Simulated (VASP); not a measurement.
Here is a VASP 6.6.1 calculation.

Contents of POSCAR:

```
BeTe
1.0
    0.0000000000      2.7505950000      2.7505950000
    2.7505950000      0.0000000000      2.7505950000
    2.7505950000      2.7505950000      0.0000000000
Be Te
1 1
Direct
    0.0000000000      0.0000000000      0.0000000000
    0.2500000000      0.2500000000      0.2500000000
```

The input INCAR.step1:

```
PREC = Accurate
ENCUT = 520
ISMEAR = 1
SIGMA = 0.0163
LREAL = F
LASPH = T
NELM = 100
NBANDS = 11
GGA = PE
ALGO = Normal
EDIFF = 1E-4
LWAVE = T
LCHARG = F
```

Contents of INCAR.step2:

```
PREC = Accurate
ENCUT = 520
EDIFF = 1E-6
ISMEAR = 1
SIGMA = 0.0163
LREAL = F
LASPH = T
NELM = 100
ALGO = Normal
ISIF = 2
LWAVE = F
LCHARG = T
METAGGA = R2SCAN
LMIXTAU = T
LELF = T
LVHAR = T
NBANDS = 11
ISTART = 1
```

KPOINTS

```
regular mesh
0
Gamma
  8 8 8
```

Potentials or basis: VASP PAW PBE potentials, release 64 (Be, Te).

Run with:

```console
$ cat potpaw_PBE.64/Be/POTCAR potpaw_PBE.64/Te/POTCAR > POTCAR
$ cp INCAR.step1 INCAR
$ mpirun -np 1 vasp_std > vasp.out
$ cp INCAR.step2 INCAR
$ mpirun -np 1 vasp_std > vasp.out
```

(1) What does it give for the pressure?

(2) What does it give for the band gap on the k mesh?

## Answers

(1) 6.1 GPa.

(2) 2.15 eV, indirect (least direct gap 3.93 eV).

Caveat: the PAW data sets were made with another functional, which shifts forces and pressure a little; spin-orbit coupling is left out, which moves the levels of the heavy elements.
